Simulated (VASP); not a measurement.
# Re (Fm-3m) in VASP: notebook

Runs on Re. Level: HSE06. Tasks: single point.

All numbers are computed with VASP 6.6.1; they aren't measurements. Logs are shortened: lines on timing, memory, paths and dates and some standing lists are left out, and cuts for length are marked.

## 1. The cell of the first run

The structure is cubic, space group Fm-3m (No. 225). The conventional cell has a = 3.972 Å, b = 3.972 Å, c = 3.972 Å, α = 90.00°, β = 90.00°, γ = 90.00°. Within 3.7 Å of Re (site symmetry m-3m) lie 12 Re at 2.81 Å.

This isn't the form of Re at room conditions, which is hcp.

## 2. Single point, HSE06

POSCAR reads:

```
Re
1.0
    0.0000000000      1.9857924315      1.9857924315
    1.9857924315      0.0000000000      1.9857924315
    1.9857924315      1.9857924315      0.0000000000
Re
1
Direct
    0.0000000000      0.0000000000      0.0000000000
```

INCAR.step1 reads:

```
SYSTEM = Re
PREC = Accurate
ENCUT = 520
EDIFF = 1E-5
ISMEAR = -1
SIGMA = 0.1
LREAL = .FALSE.
LASPH = .TRUE.
NELM = 120
ALGO = Normal
ISIF = 2
LWAVE = .TRUE.
LCHARG = .FALSE.
NBANDS = 10
GGA = PE
GGA_COMPAT = .FALSE.
```

INCAR.step2 reads:

```
SYSTEM = Re
PREC = Accurate
ENCUT = 520
EDIFF = 1E-6
ISMEAR = -1
SIGMA = 0.1
LREAL = .FALSE.
LASPH = .TRUE.
NELM = 120
ALGO = Normal
ISIF = 2
LWAVE = .FALSE.
LCHARG = .FALSE.
GGA = PE
LHFCALC = .TRUE.
HFSCREEN = 0.2079
PRECFOCK = Normal
NBANDS = 10
ISTART = 1
GGA_COMPAT = .FALSE.
```

KPOINTS reads:

```
Automatic mesh
0
G
  6 6 6
  0 0 0
```

Potentials or basis: VASP PAW PBE potentials, release 64 (Re).

On the command line:

```sh
> cat potpaw_PBE.64/Re/POTCAR > POTCAR
> cp INCAR.step1 INCAR
> mpirun -np 1 vasp_std > vasp.out
> cp INCAR.step2 INCAR
> mpirun -np 1 vasp_std > vasp.out
```

OUTCAR:

```text
SYSTEM = Re
   PREC = Accurate
   ENCUT = 520
   EDIFF = 1E-6
   ISMEAR = -1
   LREAL = .FALSE.
   LASPH = .TRUE.
   NELM = 120
   ISIF = 2
   GGA = PE
   LHFCALC = .TRUE.
   HFSCREEN = 0.2079
   PRECFOCK = Normal
   ISTART = 1

 ion  position               nearest neighbor table
   1  0.000  0.000  0.000-

  LATTYP: Found a face centered cubic cell.
 ALAT       =     3.9715848630

  Lattice vectors:

 A1 = (   0.0000000000,   1.9857924315,   1.9857924315)
 A2 = (   1.9857924315,   0.0000000000,   1.9857924315)
 A3 = (   1.9857924315,   1.9857924315,   0.0000000000)

Analysis of symmetry for initial positions (statically):
=====================================================================
 Subroutine PRICEL returns:
 Original cell was already a primitive cell.

 Routine SETGRP: Setting up the symmetry group for a
 face centered cubic supercell.

 Subroutine GETGRP returns: Found 48 space group operations
 (whereof 48 operations were pure point group operations)
 out of a pool of 48 trial point group operations.

The static configuration has the point symmetry O_h .

Analysis of symmetry for dynamics (positions and initial velocities):
=====================================================================
 Subroutine PRICEL returns:
 Original cell was already a primitive cell.

 Routine SETGRP: Setting up the symmetry group for a
 face centered cubic supercell.

 Subroutine GETGRP returns: Found 48 space group operations
 (whereof 48 operations were pure point group operations)
 out of a pool of 48 trial point group operations.

The dynamic configuration has the point symmetry O_h .

 Subroutine INISYM returns: Found 48 space group operations
 (whereof 48 operations are pure point group operations),
 and found     1 'primitive' translations

----------------------------------------------------------------------------------------

                                     Primitive cell

  volume of cell :      15.6614

  direct lattice vectors                    reciprocal lattice vectors
     0.000000000  1.985792431  1.985792431    -0.251788652  0.251788652  0.251788652
     1.985792431  0.000000000  1.985792431     0.251788652 -0.251788652  0.251788652
     1.985792431  1.985792431  0.000000000     0.251788652  0.251788652 -0.251788652

  length of vectors
     2.808334589  2.808334589  2.808334589     0.436110738  0.436110738  0.436110738

  position of ions in fractional coordinates (direct lattice)
     0.000000000  0.000000000  0.000000000

  ion indices of the primitive-cell ions
   primitive index   ion index
                 1           1

----------------------------------------------------------------------------------------

 KPOINTS: Automatic mesh

Automatic generation of k-mesh.
 Grid dimensions read from file:
 generate k-points for:    6    6    6

 Generating k-lattice:

  Cartesian coordinates                     Fractional coordinates (reciprocal lattice)
    -0.041964775  0.041964775  0.041964775     0.166666667  0.000000000  0.000000000
     0.041964775 -0.041964775  0.041964775     0.000000000  0.166666667  0.000000000
     0.041964775  0.041964775 -0.041964775     0.000000000  0.000000000  0.166666667

  Length of vectors
     0.072685123  0.072685123  0.072685123

  Shift w.r.t. Gamma in fractional coordinates (k-lattice)
     0.000000000  0.000000000  0.000000000

 Subroutine IBZKPT returns following result:
 ===========================================

 Found     16 irreducible k-points:

 Following reciprocal coordinates:
            Coordinates               Weight
  0.000000  0.000000  0.000000      1.000000
  0.166667  0.000000  0.000000      8.000000
  0.333333  0.000000  0.000000      8.000000
  0.500000  0.000000  0.000000      4.000000
  0.166667  0.166667  0.000000      6.000000
  0.333333  0.166667  0.000000     24.000000
[... 8 lines left out ...]
 -0.333333  0.333333  0.166667     24.000000
 -0.333333  0.500000  0.166667     12.000000
   k-points           NKPTS =     16   k-points in BZ     NKDIM =    216   number of bands    NBANDS=     10
   number of dos      NEDOS =    301   number of ions     NIONS =      1
   total plane-waves  NPLWV =  13824
   dimension x,y,z NGX =    24 NGY =   24 NGZ =   24
   dimension x,y,z NGXF=    48 NGYF=   48 NGZF=   48
   ions per type =               1
   NGX,Y,Z   is equivalent  to a cutoff of  14.21, 14.21, 14.21 a.u.
   NGXF,Y,Z  is equivalent  to a cutoff of  28.41, 28.41, 28.41 a.u.
 SYSTEM =  Re
   PREC   = accura    normal or accurate (medium, high low for compatibility)
   ISTART =      1    job   : 0-new  1-cont  2-samecut
   ICHARG =      0    charge: 1-file 2-atom 10-const
   ISPIN  =      1    spin polarized calculation?
   LNONCOLLINEAR =      F non collinear calculations
   LSORBIT =      F    spin-orbit coupling
   LASPH  =      T    aspherical Exc in radial PAW
   ENCUT  =  520.0 eV  38.22 Ry    6.18 a.u.   5.22  5.22  5.22*2*pi/ulx,y,z
   NELM   =    120;   NELMIN=  2; NELMDL=  0     # of ELM steps
   EDIFF  = 0.1E-05   stopping-criterion for ELM
   LREAL  =      F    real-space projection
   EDIFFG = 0.1E-04   stopping-criterion for IOM
   NSW    =      0    number of steps for IOM
   IBRION =     -1    ionic relax: 0-MD 1-quasi-New 2-CG
   NFREE  =      0    steps in history (QN), initial steepest desc. (CG)
   ISIF   =      2    stress and relaxation
   ISYM   =      3    0-nonsym 1-usesym 2-fastsym
   POTIM  = 0.5000    time-step for ionic-motion
   TEBEG  =    0.0;   TEEND  =   0.0 temperature during run
   PSTRESS=    0.0 pullay stress
   NELECT =       7.0000    total number of electrons
   NUPDOWN=      -1.0000    fix difference up-down
   EMIN   =  10.00;   EMAX   =-10.00  energy-range for DOS
   EFERMI =   0.00;   METHOD = LEGACY
   ISMEAR =    -1;   SIGMA  =   0.10  broadening in eV -4-tet -1-fermi 0-gaus
   EFERMI_NEDOS =   21; number of points for ismear=-14 and -15
   IALGO  =     38    algorithm
   IMIX   =      1    mixing-type and parameters
     AMIX     =   0.40;   BMIX     =  1.00
     AMIX_MAG =   1.60;   BMIX_MAG =  1.00
  volume/ion in A,a.u.               =      15.66       105.69
  Fermi-wavevector in a.u.,A,eV,Ry     =   1.251691  2.365352 21.316647  1.566729
  Thomas-Fermi vector in A             =   2.385626
   LORBIT       =      0    0 simple, 1 ext, 2 COOP (PROOUT), +10 PAW based schemes
   GGA     = PE    functional components
   LHFCALC =     T    Hartree Fock is set to
   PRECFOCK=normal    Normal, Fast or Accurate (Low or Medium for compatibility)
   ENCUT4O =  -1.0   cutoff for four orbital integrals eV
   NKREDX  =     1    reduce k-point grid by
   NKREDY  =     1    reduce k-point grid by
   NKREDZ  =     1    reduce k-point grid by
   AEXX    =    0.2500 exact exchange contribution
   HFSCREEN=    0.2079 screening length (either q_TF or 0.3 A-1)
   HFSCREENC=   0.2079 screening length for correlation (either q_TF or 0.3 A-1)
   ENCUTFOCK=  -1.0 apply spherical cutoff to Coloumb kernel
   IVDW    =     0    specifies the selected vdW correction
   LEPSILON=     F    determine dielectric tensor
   LRPA    =     F    only Hartree local field effects (RPA)
 non-spin polarized calculation
  energy-cutoff  :      520.00
  volume of cell :       15.66
 maximum number of plane-waves:       444
 NGX is ok and might be reduce to    24
  NGX = 16; NGY = 16; NGZ = 16

 number of electron       7.0000000 magnetization

 Free energy of the ion-electron system (eV)
  ---------------------------------------------------
  ext. energy  EPLUGINS =         0.00000000
  ---------------------------------------------------
  free energy    TOTEN  =       -14.36029164 eV

  energy without entropy =      -14.34709750  energy(sigma->0) =      -14.35369457

 E-fermi :   6.9477     XC(G=0): -10.9113

 val. band max:        6.5757630759   @ k =   0.3333   0.1667   0.0000
 cond. band min:       6.9850249389   @ k =   0.5000   0.0000   0.0000
 fundamental gap:      0.4092618630
 Fermi energy:         6.9476781911

 k-point     1 :       0.0000    0.0000    0.0000
  band No.  band energies     occupation
      1      -3.7681      2.00000
      2       4.8726      2.00000
      3       4.8726      2.00000
      4       4.8726      2.00000
      5       8.7654      0.00000
      6       8.7654      0.00000
      7      22.0162      0.00000
      8      27.5395      0.00000
      9      27.5395      0.00000
     10      27.5395      0.00000

 k-point     2 :       0.1667    0.0000    0.0000
  band No.  band energies     occupation
      1      -2.5282      2.00000
      2       4.2225      2.00000
      3       5.3889      2.00000
      4       5.3889      2.00000
      5       8.4675      0.00000
      6       8.4675      0.00000
      7      23.5406      0.00000
      8      24.5157      0.00000
      9      29.6658      0.00000
     10      29.6658      0.00000

 k-point     3 :       0.3333    0.0000    0.0000
  band No.  band energies     occupation
      1      -0.5305      2.00000
      2       4.7053      2.00000
      3       5.2443      2.00000
      4       5.2443      2.00000
      5       9.7350      0.00000
      6       9.7350      0.00000
      7      20.0124      0.00000
      8      23.8318      0.00000
      9      30.9449      0.00000
     10      30.9449      0.00000

 k-point     4 :       0.5000    0.0000    0.0000
  band No.  band energies     occupation
      1      -0.2723      2.00000
      2       4.8442      2.00000
      3       4.8442      2.00000
      4       6.9850      0.81541
      5      11.1712      0.00000
      6      11.1712      0.00000
      7      17.2128      0.00000
      8      21.4449      0.00000
      9      27.8359      0.00000
     10      27.8359      0.00000

 k-point     5 :       0.1667    0.1667    0.0000
  band No.  band energies     occupation
      1      -2.0995      2.00000
      2       3.5462      2.00000
      3       6.0177      1.99982
      4       6.0177      1.99982
      5       7.0373      0.57970
      6       9.2920      0.00000
      7      24.9880      0.00000
      8      25.8364      0.00000
      9      27.9782      0.00000
     10      27.9782      0.00000

 k-point     6 :       0.3333    0.1667    0.0000
  band No.  band energies     occupation
      1      -0.0637      2.00000
      2       2.9422      2.00000
      3       5.0256      2.00000
      4       6.5758      1.95264
      5       8.8407      0.00000
      6      10.3175      0.00000
      7      22.3871      0.00000
      8      25.9258      0.00000
      9      27.5686      0.00000
     10      29.3190      0.00000
[... 79 lines left out ...]
 k-point    13 :       0.5000    0.5000    0.0000
  band No.  band energies     occupation
      1       0.0086      2.00000
      2       0.7180      2.00000
      3       9.6800      0.00000
      4      11.3021      0.00000
      5      11.7687      0.00000
      6      11.7687      0.00000
      7      19.8481      0.00000
      8      19.8481      0.00000
      9      20.2841      0.00000
     10      29.7979      0.00000

 k-point    14 :       0.5000    0.3333    0.1667
  band No.  band energies     occupation
      1       1.6935      2.00000
      2       2.5163      2.00000
      3       3.8681      2.00000
      4       8.2747      0.00000
      5       9.1654      0.00000
      6      13.0004      0.00000
      7      20.3408      0.00000
      8      22.9847      0.00000
      9      25.4049      0.00000
     10      31.2208      0.00000

 k-point    15 :      -0.3333    0.3333    0.1667
  band No.  band energies     occupation
      1       2.3682      2.00000
      2       2.4994      2.00000
      3       4.1027      2.00000
      4       7.5737      0.00382
      5      10.6735      0.00000
      6      16.1416      0.00000
      7      16.1661      0.00000
      8      22.5864      0.00000
      9      24.0885      0.00000
     10      29.5567      0.00000

 k-point    16 :      -0.3333    0.5000    0.1667
  band No.  band energies     occupation
      1       1.2828      2.00000
      2       1.9829      2.00000
      3       5.5063      2.00000
      4       8.7077      0.00000
      5      11.7891      0.00000
      6      16.0776      0.00000
      7      17.7782      0.00000
      8      19.2669      0.00000
      9      22.6198      0.00000
     10      33.6636      0.00000

------------------------ aborting loop because EDIFF is reached ----------------------------------------

  FORCE on cell =-STRESS in cart. coord.  units (eV):
  Direction    XX          YY          ZZ          XY          YZ          ZX
  --------------------------------------------------------------------------------------
  -------------------------------------------------------------------------------------
  Total       -2.7847839     -2.7847839     -2.7847839     -0.0000000     -0.0000000      0.0000000
  in kB     -284.8856216   -284.8856216   -284.8856216     -0.0000000     -0.0000000      0.0000000
  external PRESSURE =    -284.8856216 kB  Pullay stress =       0.0000000 kB

 VOLUME and BASIS-vectors are now :
 -----------------------------------------------------------------------------
  energy-cutoff  :      520.00
  volume of cell :       15.66
      direct lattice vectors                 reciprocal lattice vectors
     0.000000000  1.985792431  1.985792431    -0.251788652  0.251788652  0.251788652
     1.985792431  0.000000000  1.985792431     0.251788652 -0.251788652  0.251788652
     1.985792431  1.985792431  0.000000000     0.251788652  0.251788652 -0.251788652

 POSITION                                       TOTAL-FORCE (eV/Angst)
 -----------------------------------------------------------------------------------
      0.00000      0.00000      0.00000         0.000000      0.000000      0.000000
 -----------------------------------------------------------------------------------
    total drift:                               -0.000000      0.000000      0.000000

  FREE ENERGIE OF THE ION-ELECTRON SYSTEM (eV)
  ---------------------------------------------------
  free  energy   TOTEN  =       -14.3602916437 eV

  energy  without entropy=      -14.3470974999  energy(sigma->0) =      -14.35369457
```

It took 3.2 min on 1 thread of Intel Xeon Platinum 8488C (Sapphire Rapids), shared host; peak memory 0.24 GiB.

What came out:

- Free energy: -14.3603 eV
- Pressure: -28.5 GPa
- Band gap on the k mesh: zero (an odd number of electrons rules out a gap without spin polarisation)

Levels at points of the mesh, in eV from the Fermi level:
| k point | band 1 | band 2 | band 3 | band 4 | band 5 | band 6 |
| --- | --- | --- | --- | --- | --- | --- |
| (0.00, 0.00, 0.00) | -10.72 | -2.08 | -2.08 | -2.08 | 1.82 | 1.82 |
| (0.50, 0.00, 0.00) | -7.22 | -2.10 | -2.10 | 0.04 | 4.22 | 4.22 |
| (0.50, 0.50, 0.00) | -6.94 | -6.23 | 2.73 | 4.35 | 4.82 | 4.82 |

Caveat: the k points lie up to 0.46 Å⁻¹ apart, too coarse for converged energies and pressures of a metal; the PAW data sets were made with another functional, which shifts forces and pressure a little; spin-orbit coupling is left out, which moves the levels of the heavy elements.

[end of part 1 of 2]
